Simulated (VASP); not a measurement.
InGa3P2:

```
In Ga P
1.0
     5.00645    0.00000    0.00000
    -2.50323    4.33572    0.00000
     0.00000    0.00000    9.28180
In Ga P
1 3 2
Direct
  0.00000 0.00000 0.00000
  0.33333 0.66667 0.50000
  0.66667 0.33333 0.50000
  0.00000 0.00000 0.50000
  0.00000 0.00000 0.74260
  0.00000 0.00000 0.25740
```

The cell was generated, and may not be a known phase.

```yaml
Program: VASP 6.6.1
Task: relaxation of cell and atoms
Functional: PBE
Potentials_or_basis: VASP PAW PBE potentials, release 64 (In_d, Ga_d, P)
Cutoff: 600 eV
k_mesh: 12 × 12 × 4
Occupations: gaussian, width 0.1 eV
Spin: no spin polarisation
```

At the start: pressure 0.8 GPa; volume 33.58 Å³/atom.

Task: Where does the relaxation end?

Result: Over 10 steps the energy falls by 8.9 meV/atom and the volume is 33.41 Å³/atom (-0.5 %); space group P6/mmm (No. 191, to 0.1 Å) before and after.

The path:
```tsv
step	energy change (eV)	largest force (eV/Å)	pressure (GPa)	volume (Å³)
1	0.0000	0.2030	0.75	201.48
2	-0.0323	0.2306	-0.85	206.02
3	-0.0437	0.2071	-0.35	204.43
4	-0.0503	0.1053	-0.21	202.69
5	-0.0527	0.0762	0.13	199.64
6	-0.0532	0.0178	0.01	200.61
7	-0.0532	0.0224	0.03	200.53
8	-0.0533	0.0103	-0.04	200.52
9	-0.0534	0.0150	-0.01	200.53
10	-0.0534	0.0090	-0.01	200.45
```

Final structure:
```
In Ga P
1.0
     4.94047    0.00000    0.00000
    -2.47023    4.27857    0.00000
     0.00000    0.00000    9.48277
In Ga P
1 3 2
Direct
  0.00000 0.00000 0.00000
  0.33333 0.66667 0.50000
  0.66667 0.33333 0.50000
  0.00000 0.00000 0.50000
  0.00000 0.00000 0.73966
  0.00000 0.00000 0.26034
```
